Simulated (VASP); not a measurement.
Input of a VASP 6.6.1 run:

The input INCAR:

```
SYSTEM = B2AsH2
PREC = Accurate
ENCUT = 600
EDIFF = 1E-6
ISMEAR = 0
SIGMA = 0.1
LREAL = .False.
LASPH = .True.
NELM = 80
ALGO = Normal
ISIF = 3
LWAVE = .False.
LCHARG = .False.
GGA = PE
IBRION = 2
NSW = 90
EDIFFG = -0.04
```

KPOINTS

```
Automatic mesh
0
Gamma
  6 6 4
  0 0 0
```

The input POSCAR:

```
B2AsH2
1.0
    3.5527143600      0.0000000000      0.0000000000
    0.0000000000      3.5527143600      0.0000000000
    0.0000000000      0.0000000000      5.3596329700
B H As
2 2 1
Direct
    0.0000000000      0.0000000000      0.3049521000
    0.0000000000      0.0000000000      0.6950479000
    0.5000000000      0.5000000000      0.8045115700
    0.5000000000      0.5000000000      0.1954884300
    0.5000000000      0.5000000000      0.5000000000
```

Potentials or basis: VASP PAW PBE potentials, release 64 (B, H, As).

The run is started by

```sh
$ cat potpaw_PBE.64/B/POTCAR potpaw_PBE.64/H/POTCAR potpaw_PBE.64/As/POTCAR > POTCAR
$ mpirun -np 1 vasp_std > vasp.out
```

Task: Predict the relaxed cell.

Result: a = 3.286 Å, b = 3.286 Å, c = 4.979 Å, α = 90.00°, β = 90.00°, γ = 90.00°.

Task: Estimate the space group after relaxing (to 0.1 Å).

Result: P4/mmm (No. 123).

Stress tensor (GPa, compression positive):
```
-0.17  0.00  0.00
 0.00 -0.17  0.00
 0.00  0.00 -0.43
```

Caveat: an odd number of electrons without spin polarisation forces a metal; a magnetic or distorted state may lie lower.
